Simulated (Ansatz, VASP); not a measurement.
## Tl: VASP beside Ansatz

```xyz
2
Lattice="3.5899 0.0000 0.0000 -1.7949 3.1089 0.0000 0.0000 0.0000 5.6413" Properties=species:S:1:pos:R:3 pbc="T T T"
Tl    0.0000    2.0726    1.4103
Tl    1.7949    1.0363    4.2310
```

Change from the starting cell: volume scaled by 1, norm-conserving files.

Alike in both runs: task single point; functional PBE; k mesh 14 × 14 × 8; occupations fermi-dirac, width 0.1 eV; no spin polarisation.

```csv
,VASP,Ansatz
version,VASP 6.6.1,Ansatz 0.2.0
potentials or method,"VASP PAW PBE potentials, release 64 (Tl_d)",scalar-relativistic
plane-wave cutoff (eV),520,820
valence electrons in the cell,26,26
```

```tsv
	VASP	Ansatz	Ansatz less VASP
pressure (GPa)	-0.1	0.0	+0.09
```

Spin-orbit coupling is off throughout.
